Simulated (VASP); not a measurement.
The system is Sb2Pt.

```
CELL_PARAMETERS angstrom
6.49977 0.00000 0.00000
0.00000 6.49977 0.00000
0.00000 0.00000 6.49977
ATOMIC_POSITIONS crystal
Sb 0.37525 0.12475 0.87525
Sb 0.12475 0.87525 0.37525
Sb 0.87525 0.37525 0.12475
Sb 0.62475 0.62475 0.62475
Sb 0.37525 0.37525 0.37525
Sb 0.12475 0.62475 0.87525
Sb 0.87525 0.12475 0.62475
Sb 0.62475 0.87525 0.12475
Pt 0.00000 0.50000 0.50000
Pt 0.50000 0.50000 0.00000
Pt 0.50000 0.00000 0.50000
Pt 0.00000 0.00000 0.00000
```

| Quantity | Value |
| --- | --- |
| Program | VASP 6.6.1 |
| Task | relaxation of cell and atoms |
| Functional | PBE |
| Potentials or basis | VASP PAW PBE potentials, release 64 (Sb, Pt) |
| Cutoff | 600 eV |
| k mesh | 6 × 6 × 6 |
| Occupations | gaussian, width 0.1 eV |
| Spin | no spin polarisation |

At the start: pressure 2.5 GPa; volume 22.88 Å³/atom.

Question: Where does the relaxation end?

Answer: Over 5 steps the energy falls by 3.9 meV/atom and the volume is 23.39 Å³/atom (+2.2 %); space group Pa-3 (No. 205, to 0.05 Å).

Step by step:
```tsv
step	energy change (eV)	largest force (eV/Å)	pressure (GPa)	volume (Å³)
1	0.0000	0.1079	2.46	274.60
2	0.0274	0.0194	-2.84	288.80
3	-0.0467	0.0480	-0.02	280.74
4	-0.0472	0.0200	-0.02	280.67
5	-0.0474	0.0003	-0.01	280.62
```

Final structure:
```
Sb Pt
1.0
     6.54698    0.00000    0.00000
     0.00000    6.54698    0.00000
     0.00000    0.00000    6.54698
Sb Pt
8 4
Direct
  0.37473 0.12527 0.87473
  0.12527 0.87473 0.37473
  0.87473 0.37473 0.12527
  0.62527 0.62527 0.62527
  0.37473 0.37473 0.37473
  0.12527 0.62527 0.87473
  0.87473 0.12527 0.62527
  0.62527 0.87473 0.12527
  0.00000 0.50000 0.50000
  0.50000 0.50000 0.00000
  0.50000 0.00000 0.50000
  0.00000 0.00000 0.00000
```
